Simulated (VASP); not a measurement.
A run of VASP 6.6.1 is set up as follows.

The input INCAR:

```
SYSTEM = Sc3Al5N8
ALGO = Normal ; EDIFF = 1E-7
ENCUT = 520 ; GGA = PS
ISIF = 2 ; ISMEAR = 0
LASPH = .True. ; LCHARG = .True.
LELF = .True. ; LREAL = Auto
LVHAR = .True. ; LWAVE = .False.
NBANDS = 58 ; NELM = 60
PREC = Accurate ; SIGMA = 0.1
```

File KPOINTS:

```
k-points
0
Gamma
  4 3 3
  0 0 0
```

The input POSCAR:

```
Sc3Al5N8
1.0
    0.0000000000      0.0000000000     -5.2778857600
    3.2985461500      5.7132495300      0.0000000000
    3.2985461500     -5.7132495300      0.0000000000
Sc Al N
3 5 8
Direct
    0.0000000000      0.1666666700      0.3333333300
    0.0000000000      0.1666666700      0.8333333300
    0.5000000000      0.3333333300      0.6666666700
    0.0000000000      0.6666666700      0.3333333300
    0.0000000000      0.6666666700      0.8333333300
    0.5000000000      0.3333333300      0.1666666700
    0.5000000000      0.8333333300      0.6666666700
    0.5000000000      0.8333333300      0.1666666700
    0.6200000000      0.1666666700      0.3333333300
    0.6200000000      0.1666666700      0.8333333300
    0.6200000000      0.6666666700      0.3333333300
    0.6200000000      0.6666666700      0.8333333300
    0.1200000000      0.3333333300      0.6666666700
    0.1200000000      0.3333333300      0.1666666700
    0.1200000000      0.8333333300      0.6666666700
    0.1200000000      0.8333333300      0.1666666700
```

Potentials or basis: VASP PAW PBE potentials, release 64 (Sc_sv, Al, N).

Run with:

```console
$ cat potpaw_PBE.64/Sc_sv/POTCAR potpaw_PBE.64/Al/POTCAR potpaw_PBE.64/N/POTCAR > POTCAR
$ mpirun -np 1 vasp_std > vasp.out
```

Q: Predict the band gap on the k mesh.

A: 3.24 eV, indirect (least direct gap 3.44 eV).

Q: Estimate the pressure.

A: -5.6 GPa.

Forces in eV/Å, atoms in the order of the input:
```
Sc   0.058  0.260 -0.461
Sc   0.255 -0.080 -0.461
Sc   0.188  0.109 -0.067
Al  -0.187 -0.108 -0.278
Al  -0.033 -0.019 -0.102
Al  -0.044 -0.025  0.164
Al   0.040 -0.195  0.014
Al  -0.149  0.132  0.014
N   -1.973  1.090  1.790
N   -0.042 -2.254  1.790
N    0.041  0.024 -0.029
N    2.047  1.182 -0.724
N    1.887  1.090  1.130
N    2.008  1.159 -1.360
N   -2.066 -1.151 -0.710
N   -2.030 -1.214 -0.710
```

Caveat: the PAW data sets were made with another functional, which shifts forces and pressure a little. As with any semilocal functional, this PBEsol gap is likely too small.
